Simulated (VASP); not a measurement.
# Ta (I4/mmm) in VASP: notebook

Ta is run at these levels: r2SCAN; tasks: single point.

Everything below comes from runs of VASP 6.6.1. Logs are shortened: lines on timing, memory, paths and dates and some standing lists are left out, and cuts for length are marked.

## 1. The cell of the first run

Symmetry: I4/mmm, No. 139, tetragonal system. The conventional cell has a = 3.281 Å, b = 3.281 Å, c = 3.371 Å, α = 90.00°, β = 90.00°, γ = 90.00°. Ta (site symmetry 4/mmm) has 14 Ta at 2.87 to 3.37 Å within 3.8 Å.

## 2. Single point, r2SCAN (uniaxial strain along a: +2.0 %, then relaxed in part)

Contents of POSCAR:

```
Ta
1.0
    3.3707580209      0.0000000000      0.0000000000
    0.0000000000      3.2813935163      0.0000000000
    0.0000000000      0.0000000000      3.2813935163
Ta
2
Direct
    0.0000000000      0.0000000000      0.0000000000
    0.5000000000      0.5000000000      0.5000000000
```

Contents of INCAR.step1:

```
ALGO = Normal ; EDIFF = 1E-4
ENCUT = 520 ; GGA = PE
ISMEAR = 0 ; LASPH = T
LCHARG = F ; LREAL = F
LWAVE = T ; NBANDS = 18
NELM = 80 ; PREC = Accurate
SIGMA = 0.1
```

Contents of INCAR.step2:

```
ALGO = Normal ; EDIFF = 1E-6
ENCUT = 520 ; ISIF = 2
ISMEAR = 0 ; ISTART = 1
LASPH = T ; LCHARG = F
LMIXTAU = T ; LREAL = F
LWAVE = F ; METAGGA = R2SCAN
NBANDS = 18 ; NELM = 80
PREC = Accurate ; SIGMA = 0.1
```

Contents of KPOINTS:

```
k-points
0
Gamma
  16 16 16
```

Potentials or basis: VASP PAW PBE potentials, release 64 (Ta_pv).

Command:

```
$ cat potpaw_PBE.64/Ta_pv/POTCAR > POTCAR
$ cp INCAR.step1 INCAR
$ mpirun -np 1 vasp_std > vasp.out
$ cp INCAR.step2 INCAR
$ mpirun -np 1 vasp_std > vasp.out
```

OUTCAR:

```text
EDIFF = 1E-6
   ENCUT = 520
   ISIF = 2
   ISMEAR = 0
   ISTART = 1
   LASPH = T
   LREAL = F
   METAGGA = R2SCAN
   NELM = 80
   PREC = Accurate

 ion  position               nearest neighbor table
   1  0.000  0.000  0.000-   2 2.87   2 2.87   2 2.87   2 2.87   2 2.87   2 2.87   2 2.87   2 2.87

   2  0.500  0.500  0.500-   1 2.87   1 2.87   1 2.87   1 2.87   1 2.87   1 2.87   1 2.87   1 2.87

  LATTYP: Found a simple tetragonal cell.
 ALAT       =     3.2813935163
 C/A-ratio  =     1.0272337055

  Lattice vectors:

 A1 = (   0.0000000000,   3.2813935163,   0.0000000000)
 A2 = (   0.0000000000,   0.0000000000,   3.2813935163)
 A3 = (   3.3707580209,   0.0000000000,   0.0000000000)

Analysis of symmetry for initial positions (statically):
=====================================================================
 Subroutine PRICEL returns following result:

  LATTYP: Found a body centered tetragonal cell.
 ALAT       =     3.2813935163
 C/A-ratio  =     1.0272337055

  Lattice vectors:

 A1 = (  -1.6853790105,   1.6406967581,   1.6406967581)
 A2 = (  -1.6853790105,  -1.6406967582,  -1.6406967582)
 A3 = (   1.6853790105,  -1.6406967581,   1.6406967582)

   2 primitive cells build up your supercell.

 Routine SETGRP: Setting up the symmetry group for a
 simple tetragonal supercell.

 Subroutine GETGRP returns: Found 16 space group operations
 (whereof 16 operations were pure point group operations)
 out of a pool of 16 trial point group operations.

The static configuration has the point symmetry D_4h.

Analysis of symmetry for dynamics (positions and initial velocities):
=====================================================================
 Subroutine PRICEL returns following result:

  LATTYP: Found a body centered tetragonal cell.
 ALAT       =     3.2813935163
 C/A-ratio  =     1.0272337055

  Lattice vectors:

 A1 = (  -1.6853790105,   1.6406967581,   1.6406967581)
 A2 = (  -1.6853790105,  -1.6406967582,  -1.6406967582)
 A3 = (   1.6853790105,  -1.6406967581,   1.6406967582)

   2 primitive cells build up your supercell.

 Routine SETGRP: Setting up the symmetry group for a
 simple tetragonal supercell.

 Subroutine GETGRP returns: Found 16 space group operations
 (whereof 16 operations were pure point group operations)
 out of a pool of 16 trial point group operations.

The dynamic configuration has the point symmetry D_4h.

 Subroutine INISYM returns: Found 16 space group operations
 (whereof 16 operations are pure point group operations),
 and found     2 'primitive' translations

----------------------------------------------------------------------------------------

                                     Primitive cell

  volume of cell :      18.1474

  direct lattice vectors                    reciprocal lattice vectors
    -1.685379010  1.640696758  1.640696758    -0.296669175  0.000000000  0.304748576
    -1.685379010 -1.640696758 -1.640696758    -0.296669175 -0.304748576  0.000000000
     1.685379010 -1.640696758  1.640696758     0.000000000 -0.304748576  0.304748576

  length of vectors
     2.867799525  2.867799525  2.867799525     0.425304942  0.425304942  0.430979569

  position of ions in fractional coordinates (direct lattice)
     0.000000000  0.000000000  0.000000000

  ion indices of the primitive-cell ions
   primitive index   ion index
                 1           1

----------------------------------------------------------------------------------------

 KPOINTS: k-points

Automatic generation of k-mesh.
 Grid dimensions read from file:
 generate k-points for:   16   16   16

 Generating k-lattice:

  Cartesian coordinates                     Fractional coordinates (reciprocal lattice)
     0.018541823  0.000000000  0.000000000     0.062500000  0.000000000  0.000000000
     0.000000000  0.019046786  0.000000000     0.000000000  0.062500000  0.000000000
     0.000000000  0.000000000  0.019046786     0.000000000  0.000000000  0.062500000

  Length of vectors
     0.018541823  0.019046786  0.019046786

  Shift w.r.t. Gamma in fractional coordinates (k-lattice)
     0.000000000  0.000000000  0.000000000

 Subroutine IBZKPT returns following result:
 ===========================================

 Found    405 irreducible k-points:

 Following reciprocal coordinates:
            Coordinates               Weight
  0.000000  0.000000  0.000000      1.000000
  0.062500  0.000000  0.000000      2.000000
  0.125000  0.000000  0.000000      2.000000
  0.187500  0.000000  0.000000      2.000000
  0.250000  0.000000  0.000000      2.000000
  0.312500  0.000000  0.000000      2.000000
[... 16 lines left out ...]
  0.250000  0.125000  0.000000      8.000000
  0.312500  0.125000  0.000000      8.000000
 [... further k-points ...]
   k-points           NKPTS =    405   k-points in BZ     NKDIM =    405   number of bands    NBANDS=     18
   number of dos      NEDOS =    301   number of ions     NIONS =      2
   total plane-waves  NPLWV =  16128
   dimension x,y,z NGX =    28 NGY =   24 NGZ =   24
   dimension x,y,z NGXF=    56 NGYF=   48 NGZF=   48
   ions per type =               2
   NGX,Y,Z   is equivalent  to a cutoff of  13.81, 12.16, 12.16 a.u.
   NGXF,Y,Z  is equivalent  to a cutoff of  27.62, 24.32, 24.32 a.u.
 SYSTEM =  unknown system
   PREC   = accura    normal or accurate (medium, high low for compatibility)
   ISTART =      1    job   : 0-new  1-cont  2-samecut
   ICHARG =      0    charge: 1-file 2-atom 10-const
   ISPIN  =      1    spin polarized calculation?
   LNONCOLLINEAR =      F non collinear calculations
   LSORBIT =      F    spin-orbit coupling
   LASPH  =      T    aspherical Exc in radial PAW
   ENCUT  =  520.0 eV  38.22 Ry    6.18 a.u.   6.27  6.10  6.10*2*pi/ulx,y,z
   NELM   =     80;   NELMIN=  2; NELMDL=  0     # of ELM steps
   EDIFF  = 0.1E-05   stopping-criterion for ELM
   LREAL  =      F    real-space projection
   EDIFFG = 0.1E-04   stopping-criterion for IOM
   NSW    =      0    number of steps for IOM
   IBRION =     -1    ionic relax: 0-MD 1-quasi-New 2-CG
   NFREE  =      0    steps in history (QN), initial steepest desc. (CG)
   ISIF   =      2    stress and relaxation
   ISYM   =      2    0-nonsym 1-usesym 2-fastsym
   POTIM  = 0.5000    time-step for ionic-motion
   TEBEG  =    0.0;   TEEND  =   0.0 temperature during run
   PSTRESS=    0.0 pullay stress
   NELECT =      22.0000    total number of electrons
   NUPDOWN=      -1.0000    fix difference up-down
   EMIN   =  10.00;   EMAX   =-10.00  energy-range for DOS
   EFERMI =   0.00;   METHOD = LEGACY
   ISMEAR =     0;   SIGMA  =   0.10  broadening in eV -4-tet -1-fermi 0-gaus
   EFERMI_NEDOS =   21; number of points for ismear=-14 and -15
   IALGO  =     38    algorithm
   IMIX   =      4    mixing-type and parameters
     AMIX     =   0.40;   BMIX     =  1.00
     AMIX_MAG =   1.60;   BMIX_MAG =  1.00
  volume/ion in A,a.u.               =      18.15       122.46
  Fermi-wavevector in a.u.,A,eV,Ry     =   1.385482  2.618182 26.117217  1.919561
  Thomas-Fermi vector in A             =   2.509888
   LORBIT       =      0    0 simple, 1 ext, 2 COOP (PROOUT), +10 PAW based schemes
   METAGGA = R2SCAN    functional components
   LHFCALC =     F    Hartree Fock is set to
   AEXX    =    0.0000 exact exchange contribution
   IVDW    =     0    specifies the selected vdW correction
   LEPSILON=     F    determine dielectric tensor
   LRPA    =     F    only Hartree local field effects (RPA)
 non-spin polarized calculation
 Gauss-broadening in eV      SIGMA  =   0.10
  energy-cutoff  :      520.00
  volume of cell :       36.29
 maximum number of plane-waves:      1004
 NGX is ok and might be reduce to    28
   NGX = 13   NGY = 13   NGZ = 13

 number of electron      22.0000009 magnetization

 Free energy of the ion-electron system (eV)
  ---------------------------------------------------
  ext. energy  EPLUGINS =         0.00000000
  ---------------------------------------------------
  free energy    TOTEN  =       -97.15923059 eV

  energy without entropy =      -97.14597462  energy(sigma->0) =      -97.15260261

 E-fermi :   5.2570     XC(G=0): -13.7282

 val. band max:        5.2560912638   @ k =   0.3750   0.1250   0.1250
 cond. band min:       5.2635373637   @ k =   0.3125   0.5000   0.0000
 fundamental gap:      0.0074460999
 Fermi energy:         5.2570463033

 k-point     1 :       0.0000    0.0000    0.0000
  band No.  band energies     occupation
      1     -29.8729      2.00000
      2     -29.8048      2.00000
      3     -29.8048      2.00000
      4     -28.9960      2.00000
      5     -28.9923      2.00000
      6     -28.9923      2.00000
[... 10 lines left out ...]
     17      12.3481      0.00000
     18      13.7213      0.00000

 k-point     2 :       0.0625    0.0000    0.0000
  band No.  band energies     occupation
      1     -29.8719      2.00000
      2     -29.7969      2.00000
      3     -29.7969      2.00000
      4     -29.0126      2.00000
      5     -28.9999      2.00000
      6     -28.9999      2.00000
[... 10 lines left out ...]
     17      12.1660      0.00000
     18      13.4400      0.00000

 k-point     3 :       0.1250    0.0000    0.0000
  band No.  band energies     occupation
      1     -29.8678      2.00000
      2     -29.7734      2.00000
      3     -29.7734      2.00000
      4     -29.0608      2.00000
      5     -29.0225      2.00000
      6     -29.0225      2.00000
[... 10 lines left out ...]
     17      11.9167      0.00000
     18      12.7331      0.00000

 k-point     4 :       0.1875    0.0000    0.0000
  band No.  band energies     occupation
      1     -29.8588      2.00000
      2     -29.7352      2.00000
      3     -29.7352      2.00000
      4     -29.1356      2.00000
      5     -29.0592      2.00000
      6     -29.0592      2.00000
[... 375 lines left out ...]
      4     -29.2794      2.00000
      5     -29.0826      2.00000
      6     -29.0027      2.00000
[... 10 lines left out ...]
     17      12.3437      0.00000
     18      13.2913      0.00000

 k-point    23 :       0.2500    0.1250    0.0000
  band No.  band energies     occupation
      1     -29.9253      2.00000
      2     -29.6595      2.00000
      3     -29.5851      2.00000
      4     -29.3851      2.00000
      5     -29.1279      2.00000
      6     -29.0301      2.00000
[... 10 lines left out ...]
     17      12.0126      0.00000
     18      12.3465      0.00000

 k-point    24 :       0.3125    0.1250    0.0000
  band No.  band energies     occupation
      1     -29.9170      2.00000
      2     -29.6013      2.00000
      3     -29.5102      2.00000
      4     -29.4947      2.00000
      5     -29.1835      2.00000
      6     -29.0739      2.00000
[... 10 lines left out ...]
     17      11.4686      0.00000
     18      11.5316      0.00000

 [... further k-points ...]
[... 5 lines left out ...]
  --------------------------------------------------------------------------------------
  -------------------------------------------------------------------------------------
  Total       -0.4549467      0.1386385      0.1386385      0.0000000      0.0000000      0.0000000
  in kB      -20.0829208      6.1199841      6.1199841      0.0000000      0.0000000      0.0000000
  external PRESSURE =      -2.6143175 kB  Pullay stress =       0.0000000 kB

 VOLUME and BASIS-vectors are now :
 -----------------------------------------------------------------------------
  energy-cutoff  :      520.00
  volume of cell :       36.29
      direct lattice vectors                 reciprocal lattice vectors
     3.370758021  0.000000000  0.000000000     0.296669175  0.000000000  0.000000000
     0.000000000  3.281393516  0.000000000     0.000000000  0.304748576  0.000000000
     0.000000000  0.000000000  3.281393516     0.000000000  0.000000000  0.304748576

 POSITION                                       TOTAL-FORCE (eV/Angst)
 -----------------------------------------------------------------------------------
      0.00000      0.00000      0.00000         0.000000     -0.000000      0.000000
      1.68538      1.64070      1.64070         0.000000      0.000000     -0.000000
 -----------------------------------------------------------------------------------
    total drift:                                0.000000      0.000000      0.000000

  FREE ENERGIE OF THE ION-ELECTRON SYSTEM (eV)
  ---------------------------------------------------
  free  energy   TOTEN  =       -97.1592305882 eV

  energy  without entropy=      -97.1459746239  energy(sigma->0) =      -97.15260261
```

Wall time 3.6 min (1 thread of Intel Xeon 6975P-C (Granite Rapids), shared host); peak memory 0.32 GiB.

What came out:

| Property | Result |
| --- | --- |
| Free energy | -97.1592 eV |
| Pressure | -0.3 GPa |
| Band gap on the k mesh | zero (bands 11 and 12 overlap by 2.86 eV) |

Stress tensor (GPa, compression positive):
```
-2.01  0.00  0.00
 0.00  0.61  0.00
 0.00  0.00  0.61
```

Levels at points of the mesh, in eV from the Fermi level:
```csv
k point,band 7,band 8,band 9,band 10,band 11,band 12,band 13,band 14,band 15,band 16
"(0.00, 0.00, 0.00)",-8.29,-3.93,-3.85,0.74,0.74,1.10,4.06,4.54,7.00,7.09
"(0.50, 0.00, 0.00)",-4.06,-4.06,-0.95,-0.95,1.48,1.48,1.48,1.48,3.51,3.51
"(0.00, 0.50, 0.00)",-3.87,-3.87,-0.84,-0.84,1.12,1.12,1.42,1.42,3.32,3.32
"(0.50, 0.50, 0.00)",-4.53,-4.53,-1.41,-1.41,1.38,1.38,3.97,3.97,5.21,5.21
"(0.00, 0.50, 0.50)",-4.50,-4.50,-1.78,-1.78,1.58,1.58,4.49,4.49,5.38,5.38
"(0.50, 0.50, 0.50)",-1.43,-1.43,-1.28,-1.28,-1.28,-1.28,5.25,5.25,5.53,5.53
```

Caveat: the cell differs from its parent crystal (uniaxial strain along a: +2.0 %, then relaxed in part); the PAW data sets were made with another functional, which shifts forces and pressure a little; spin-orbit coupling is left out, which moves the levels of the heavy elements.

## 3. Single point, r2SCAN (uniaxial strain along a: +2.0 %)

Contents of POSCAR:

```
Ta
1.0
    3.3707580209      0.0000000000      0.0000000000
    0.0000000000      3.2881414027      0.0000000000
    0.0000000000      0.0000000000      3.2881414027
Ta
2
Direct
    0.0000000000      0.0000000000      0.0000000000
    0.5000000000      0.5000000000      0.5000000000
```

Contents of INCAR.step1:

```
PREC     = Accurate       # precision mode
ENCUT    = 520            # plane-wave cutoff, eV
ISMEAR   = 0              # smearing method
SIGMA    = 0.1            # smearing width, eV
LREAL    = False          # projectors in reciprocal space
LASPH    = True           # aspherical terms in the spheres
NELM     = 80             # most SCF steps
NBANDS   = 18             # bands
GGA      = PE             # functional
ALGO     = Normal         # electronic algorithm
EDIFF    = 1E-4           # SCF threshold, eV
LWAVE    = True           # write WAVECAR
LCHARG   = False          # write CHGCAR
```

Contents of INCAR.step2:

```
PREC     = Accurate       # precision mode
ENCUT    = 520            # plane-wave cutoff, eV
EDIFF    = 1E-7           # SCF threshold, eV
ISMEAR   = 0              # smearing method
SIGMA    = 0.1            # smearing width, eV
LREAL    = False          # projectors in reciprocal space
LASPH    = True           # aspherical terms in the spheres
NELM     = 80             # most SCF steps
ALGO     = Normal         # electronic algorithm
ISIF     = 2              # what is computed and relaxed
LWAVE    = False          # write WAVECAR
LCHARG   = False          # write CHGCAR
METAGGA  = R2SCAN         # meta-GGA
LMIXTAU  = True         
NBANDS   = 18             # bands
ISTART   = 1
```

Contents of KPOINTS:

```
regular mesh
0
Gamma
  16 16 16
```

Potentials or basis: VASP PAW PBE potentials, release 64 (Ta_pv).

Command:

```
$ cat potpaw_PBE.64/Ta_pv/POTCAR > POTCAR
$ cp INCAR.step1 INCAR
$ mpirun -np 1 vasp_std > vasp.out
$ cp INCAR.step2 INCAR
$ mpirun -np 1 vasp_std > vasp.out
```

Wall time 3.8 min (1 thread of Intel Xeon 6975P-C (Granite Rapids), shared host); peak memory 0.32 GiB.

Results (log left out):

- Free energy: -97.1594 eV
- Pressure: -1.1 GPa
- Band gap on the k mesh: zero (bands 11 and 12 overlap by 2.83 eV)

Stress tensor (GPa, compression positive):
```
-2.67  0.00  0.00
 0.00 -0.30  0.00
 0.00  0.00 -0.30
```

Levels at points of the mesh, in eV from the Fermi level:
```tsv
k point	band 7	band 8	band 9	band 10	band 11	band 12	band 13	band 14	band 15	band 16
(0.00, 0.00, 0.00)	-8.28	-3.90	-3.83	0.74	0.74	1.07	4.06	4.51	6.97	7.05
(0.50, 0.00, 0.00)	-4.05	-4.05	-0.93	-0.93	1.46	1.46	1.46	1.46	3.49	3.49
(0.00, 0.50, 0.00)	-3.88	-3.88	-0.83	-0.83	1.13	1.13	1.41	1.41	3.31	3.31
(0.50, 0.50, 0.00)	-4.51	-4.51	-1.41	-1.41	1.36	1.36	3.97	3.97	5.19	5.19
(0.00, 0.50, 0.50)	-4.48	-4.48	-1.75	-1.75	1.55	1.55	4.45	4.45	5.35	5.35
(0.50, 0.50, 0.50)	-1.42	-1.42	-1.28	-1.28	-1.28	-1.28	5.24	5.24	5.50	5.50
```

Caveat: the cell differs from its parent crystal (uniaxial strain along a: +2.0 %); the PAW data sets were made with another functional, which shifts forces and pressure a little; spin-orbit coupling is left out, which moves the levels of the heavy elements.
